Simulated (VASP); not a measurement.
A run of VASP 6.6.1:

The input INCAR:

```
SYSTEM = Fe
ALGO     = Normal         ! electronic algorithm
EDIFF    = 1E-7           ! SCF threshold, eV
ENCUT    = 520            ! plane-wave cutoff, eV
GGA      = PE             ! functional
ISIF     = 2              ! what is computed and relaxed
ISMEAR   = 0              ! smearing method
ISPIN    = 2              ! spin polarisation
LASPH    = .True.         ! aspherical terms in the spheres
LCHARG   = .True.         ! write CHGCAR
LELF     = .True.         ! ELF
LMAXMIX  = 4              ! l up to which the mixer works
LORBIT   = 11             ! projections on sites
LREAL    = .False.        ! projectors in reciprocal space
LVHAR    = .True.       
LWAVE    = .False.        ! write WAVECAR
MAGMOM   = 0.8 0.8        ! initial moments
NBANDS   = 19             ! bands
NELM     = 150            ! most SCF steps
PREC     = Accurate       ! precision mode
SIGMA    = 0.1            ! smearing width, eV
```

The input KPOINTS:

```
k-points
0
Gamma
  6 12 12
  0 0 0
```

Contents of POSCAR:

```
Fe
1.0
    0.0000000000      3.5570000000      3.5570000000
    1.7785000000      0.0000000000      1.7785000000
    1.7785000000      1.7785000000      0.0000000000
Fe
2
Direct
    0.0000000000      0.0000000000      0.0000000000
    0.5000000000      0.0000000000      0.0000000000
```

Potentials or basis: VASP PAW PBE potentials, release 64 (Fe).

Launch:

```console
$ cat potpaw_PBE.64/Fe/POTCAR > POTCAR
$ mpirun -np 1 vasp_std > vasp.out
```

Hardware: 1 thread of Intel Xeon 8259CL, with other jobs on the host.

How long does it take, and how much memory?

It took 110 s on 1 thread of Intel Xeon 8259CL, on a shared host, peak memory 0.2 GiB. Counts: scf iterations 21, k points 98.
